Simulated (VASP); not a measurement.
Write the native input for VASP 6.6.1 that does the following.

| Item | Value |
| --- | --- |
| Task | relaxation of cell and atoms |
| Functional | PBE |
| Potentials or basis | VASP PAW PBE potentials, release 64 (P) |
| Cutoff | 600 eV |
| k mesh | 22 × 22 × 24 |
| Occupations | gaussian, width 0.1 eV |
| Spin | no spin polarisation |
| Dipole correction | no |
| Further INCAR settings | ALGO = Normal; EDIFF = 1e-06; IBRION = 2; EDIFFG = -0.01; NSW = 100; ISIF = 3 |

The structure of P lies in POSCAR:

```
P
1.0
    2.5018447916      0.0000000000      0.0000000000
    0.0000000000      2.5018447916      0.0000000000
    0.0000000000      0.0000000000      2.3687453237
P
1
Direct
    0.5000000000      0.5000000000      0.0000000000
```

The input as run:

INCAR

```
PREC     = Accurate       # precision mode
ENCUT    = 600            # plane-wave cutoff, eV
EDIFF    = 1E-6           # SCF threshold, eV
ISMEAR   = 0              # smearing method
SIGMA    = 0.1            # smearing width, eV
LREAL    = False          # projectors in reciprocal space
LASPH    = True           # aspherical terms in the spheres
NELM     = 100            # most SCF steps
ALGO     = Normal         # electronic algorithm
ISIF     = 3              # what is computed and relaxed
LWAVE    = False          # write WAVECAR
LCHARG   = False          # write CHGCAR
GGA      = PE             # functional
IBRION   = 2              # ionic algorithm
NSW      = 100            # ionic steps
EDIFFG   = -0.01          # ionic threshold
```

KPOINTS

```
regular mesh
0
Gamma
  22 22 24
```

Potentials or basis: VASP PAW PBE potentials, release 64 (P).

Launch:

```bash
$ cat potpaw_PBE.64/P/POTCAR > POTCAR
$ mpirun -np 1 vasp_std > vasp.out
```

Results of the run:

```json
{"Relaxed volume": "14.58 Å³/atom", "Relaxed cell": "a = 2.445 Å, b = 2.445 Å, c = 2.439 Å, α = 90.00°, β = 90.00°, γ = 90.00°", "Space group after relaxing (to 0.05 Å)": "Pm-3m (No. 221)", "Energy gained by relaxing": "19.1 meV/atom", "Ionic steps": "6", "Pressure after relaxing": "0.0 GPa"}
```

It took 71 s on 1 thread of Intel(R) Xeon(R) 6975P-C (Granite Rapids), on a shared host, peak memory 0.21 GiB.
